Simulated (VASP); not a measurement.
Here is a VASP 6.6.1 calculation.

The input INCAR:

```
SYSTEM = CdSe
PREC     = Accurate       ! precision mode
ENCUT    = 520            ! plane-wave cutoff, eV
EDIFF    = 1E-6           ! SCF threshold, eV
ISMEAR   = -1             ! smearing method
SIGMA    = 0.1            ! smearing width, eV
LREAL    = .FALSE.        ! projectors in reciprocal space
LASPH    = .TRUE.         ! aspherical terms in the spheres
NELM     = 100            ! most SCF steps
ALGO     = Normal         ! electronic algorithm
ISIF     = 2              ! what is computed and relaxed
LWAVE    = .FALSE.        ! write WAVECAR
LCHARG   = .FALSE.        ! write CHGCAR
GGA      = PE             ! functional
NBANDS   = 16             ! bands
```

File KPOINTS:

```
Automatic mesh
0
G
  11 11 11
  0 0 0
```

The input POSCAR:

```
CdSe
1.0
    0.0000000000      3.0348448587      3.0348448587
    3.0348448587      0.0000000000      3.0348448587
    3.0348448587      3.0348448587      0.0000000000
Cd Se
1 1
Direct
    0.0000000000      0.0000000000      0.0000000000
    0.2500000000      0.2500000000      0.2500000000
```

Potentials or basis: VASP PAW PBE potentials, release 64 (Cd, Se).

The run is started by

```sh
$ cat potpaw_PBE.64/Cd/POTCAR potpaw_PBE.64/Se/POTCAR > POTCAR
$ mpirun -np 1 vasp_std > vasp.out
```

(1) What does it give for the band gap on the k mesh?

(2) Predict the pressure.

Results:

(1) 0.62 eV, direct.

(2) 3.5 GPa.
